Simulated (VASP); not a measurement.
# AlRu (Cm) in VASP: single point with PBE

Aim: the single point of AlRu with PBE.

Program: VASP 6.6.1. These are calculated values, not measurements. Logs are shortened: lines on timing, memory, paths and dates and some standing lists are left out, and cuts for length are marked.

### Step 1. The cell of the first run

It takes space group Cm (No. 8, monoclinic). The conventional cell has a = 4.231 Å, b = 4.231 Å, c = 2.992 Å, α = 90.00°, β = 90.00°, γ = 90.00°. Within 2.8 Å of Al (site symmetry m) lie 5 Ru at 2.02 to 2.77 Å. Within 2.8 Å of Ru (site symmetry m) lie 5 Al at 2.02 to 2.77 Å.

### Step 2. Single point, PBE (atom 1 (Al) moved by (-0.300, -0.600) A along [1 1 0] and z)

INCAR reads:

```
PREC = Accurate
ENCUT = 520
EDIFF = 1E-6
ISMEAR = 0
SIGMA = 0.15
LREAL = False
LASPH = True
NELM = 60
ALGO = Fast
ISIF = 2
LWAVE = False
LCHARG = False
GGA = PE
NBANDS = 16
```

KPOINTS reads:

```
Automatic mesh
0
Gamma
  16 16 16
```

POSCAR reads:

```
AlRu
1.0
    2.9916000000      0.0000000000      0.0000000000
    0.0000000000      2.9916000000      0.0000000000
    0.0000000000      0.0000000000      2.9916000000
Al Ru
1 1
Direct
   -0.0709092239     -0.0709092239     -0.2005615724
    0.5000000000      0.5000000000      0.5000000000
```

Potentials or basis: VASP PAW PBE potentials, release 64 (Al, Ru_pv).

Started as:

```console
> cat potpaw_PBE.64/Al/POTCAR potpaw_PBE.64/Ru_pv/POTCAR > POTCAR
> mpirun -np 1 vasp_std > vasp.out
```

OUTCAR:

```text
PREC = Accurate
   ENCUT = 520
   EDIFF = 1E-6
   ISMEAR = 0
   LREAL = False
   LASPH = True
   NELM = 60
   ISIF = 2
   GGA = PE

 ion  position               nearest neighbor table
   1  0.929  0.929  0.799-   2 2.02   2 2.32   2 2.32   2 2.58   2 2.77   2 2.99   2 2.99   2 3.20

   2  0.500  0.500  0.500-   1 2.02   1 2.32   1 2.32   1 2.58   1 2.77   1 2.99   1 2.99   1 3.20

  LATTYP: Found a simple cubic cell.
 ALAT       =     2.9916000000

  Lattice vectors:

 A1 = (   2.9916000000,   0.0000000000,   0.0000000000)
 A2 = (   0.0000000000,   2.9916000000,   0.0000000000)
 A3 = (   0.0000000000,   0.0000000000,   2.9916000000)

Analysis of symmetry for initial positions (statically):
=====================================================================
 Subroutine PRICEL returns:
 Original cell was already a primitive cell.

 Routine SETGRP: Setting up the symmetry group for a
 simple cubic supercell.

 Subroutine GETGRP returns: Found  2 space group operations
 (whereof  2 operations were pure point group operations)
 out of a pool of 48 trial point group operations.

The static configuration has the point symmetry C_1h.

Analysis of symmetry for dynamics (positions and initial velocities):
=====================================================================
 Subroutine PRICEL returns:
 Original cell was already a primitive cell.

 Routine SETGRP: Setting up the symmetry group for a
 simple cubic supercell.

 Subroutine GETGRP returns: Found  2 space group operations
 (whereof  2 operations were pure point group operations)
 out of a pool of 48 trial point group operations.

The dynamic configuration has the point symmetry C_1h.

 Subroutine INISYM returns: Found  2 space group operations
 (whereof  2 operations are pure point group operations),
 and found     1 'primitive' translations

----------------------------------------------------------------------------------------

                                     Primitive cell

  volume of cell :      26.7738

  direct lattice vectors                    reciprocal lattice vectors
     2.991600000  0.000000000  0.000000000     0.334269287  0.000000000  0.000000000
     0.000000000  2.991600000  0.000000000     0.000000000  0.334269287  0.000000000
     0.000000000  0.000000000  2.991600000     0.000000000  0.000000000  0.334269287

  length of vectors
     2.991600000  2.991600000  2.991600000     0.334269287  0.334269287  0.334269287

  position of ions in fractional coordinates (direct lattice)
     0.929090776  0.929090776  0.799438428
[... 81 lines left out ...]
   NSW    =      0    number of steps for IOM
   IBRION =     -1    ionic relax: 0-MD 1-quasi-New 2-CG
   NFREE  =      0    steps in history (QN), initial steepest desc. (CG)
   ISIF   =      2    stress and relaxation
   ISYM   =      2    0-nonsym 1-usesym 2-fastsym
   POTIM  = 0.5000    time-step for ionic-motion
   TEBEG  =    0.0;   TEEND  =   0.0 temperature during run
   PSTRESS=    0.0 pullay stress
   NELECT =      17.0000    total number of electrons
   NUPDOWN=      -1.0000    fix difference up-down
   EMIN   =  10.00;   EMAX   =-10.00  energy-range for DOS
   EFERMI =   0.00;   METHOD = LEGACY
   ISMEAR =     0;   SIGMA  =   0.15  broadening in eV -4-tet -1-fermi 0-gaus
   EFERMI_NEDOS =   21; number of points for ismear=-14 and -15
   IALGO  =     68    algorithm
   IMIX   =      4    mixing-type and parameters
     AMIX     =   0.40;   BMIX     =  1.00
     AMIX_MAG =   1.60;   BMIX_MAG =  1.00
  volume/ion in A,a.u.               =      13.39        90.34
  Fermi-wavevector in a.u.,A,eV,Ry     =   1.407087  2.659009 26.938090  1.979894
  Thomas-Fermi vector in A             =   2.529382
   LORBIT       =      0    0 simple, 1 ext, 2 COOP (PROOUT), +10 PAW based schemes
   GGA     = PE    functional components
   LHFCALC =     F    Hartree Fock is set to
   AEXX    =    0.0000 exact exchange contribution
   IVDW    =     0    specifies the selected vdW correction
   LEPSILON=     F    determine dielectric tensor
   LRPA    =     F    only Hartree local field effects (RPA)
 non-spin polarized calculation
 RMM-DIIS sequential band-by-band and
 Gauss-broadening in eV      SIGMA  =   0.15
  energy-cutoff  :      520.00
  volume of cell :       26.77
 maximum number of plane-waves:       739
 NGX is ok and might be reduce to    24
   NGX = 11   NGY = 11   NGZ = 11

 number of electron      16.9999995 magnetization

 Free energy of the ion-electron system (eV)
  ---------------------------------------------------
  ext. energy  EPLUGINS =         0.00000000
  ---------------------------------------------------
  free energy    TOTEN  =       -12.13104827 eV

  energy without entropy =      -12.11208868  energy(sigma->0) =      -12.12156847

 E-fermi :  10.5079     XC(G=0): -12.4370

 val. band max:       10.5048874832   @ k =   0.3125  -0.0625   0.1250
 cond. band min:      10.5110917744   @ k =  -0.4375  -0.3750   0.3750
 fundamental gap:      0.0062042912
 Fermi energy:        10.5078535523

 k-point     1 :       0.0000    0.0000    0.0000
  band No.  band energies     occupation
      1     -31.2356      2.00000
      2     -31.1242      2.00000
      3     -31.0223      2.00000
      4       1.1733      2.00000
      5       6.4788      2.00000
      6       6.8553      2.00000
[... 433 lines left out ...]
      3     -31.0467      2.00000
      4       1.5304      2.00000
      5       6.5975      2.00000
      6       6.9933      2.00000
[... 8 lines left out ...]
     15      23.1225      0.00000
     16      25.0897      0.00000

 [... further k-points ...]

------------------------ aborting loop because EDIFF is reached ----------------------------------------

  FORCE on cell =-STRESS in cart. coord.  units (eV):
  Direction    XX          YY          ZZ          XY          YZ          ZX
  --------------------------------------------------------------------------------------
  -------------------------------------------------------------------------------------
  Total        8.1168220      8.1168220      2.7116375      2.7151447      3.4870164      3.4870159
  in kB      485.7200491    485.7200491    162.2675334    162.4774122    208.6671071    208.6670818
  external PRESSURE =     377.9025439 kB  Pullay stress =       0.0000000 kB

 VOLUME and BASIS-vectors are now :
 -----------------------------------------------------------------------------
  energy-cutoff  :      520.00
  volume of cell :       26.77
      direct lattice vectors                 reciprocal lattice vectors
     2.991600000  0.000000000  0.000000000     0.334269287  0.000000000  0.000000000
     0.000000000  2.991600000  0.000000000     0.000000000  0.334269287  0.000000000
     0.000000000  0.000000000  2.991600000     0.000000000  0.000000000  0.334269287

 POSITION                                       TOTAL-FORCE (eV/Angst)
 -----------------------------------------------------------------------------------
      2.77947      2.77947      2.39160         4.088749      4.088749      5.528307
      1.49580      1.49580      1.49580        -4.088749     -4.088749     -5.528307
 -----------------------------------------------------------------------------------
    total drift:                                0.000440      0.000440      0.000809

  FREE ENERGIE OF THE ION-ELECTRON SYSTEM (eV)
  ---------------------------------------------------
  free  energy   TOTEN  =       -12.1310482725 eV

  energy  without entropy=      -12.1120886761  energy(sigma->0) =      -12.12156847
```

It took 4.3 min on 1 thread of Intel Xeon 8259CL, shared host; peak memory 0.53 GiB.

What came out:

```yaml
Free_energy: -12.1310 eV
Pressure: 37.8 GPa
Largest_force: 8.000 eV/Å
Band_gap_on_the_k_mesh: zero (an odd number of electrons rules out a gap without spin polarisation)
```

Forces in eV/Å, atoms in the order of the input:
```
Al   4.089  4.089  5.528
Ru  -4.089 -4.089 -5.528
```

Caveat: the cell differs from its parent crystal (atom 1 (Al) moved by (-0.300, -0.600) A along [1 1 0] and z); the stress differs along the axes, from 16 to 49 GPa; forces of over 1 eV/Å act on the atoms, so gaps and moduli don't describe the material at rest.
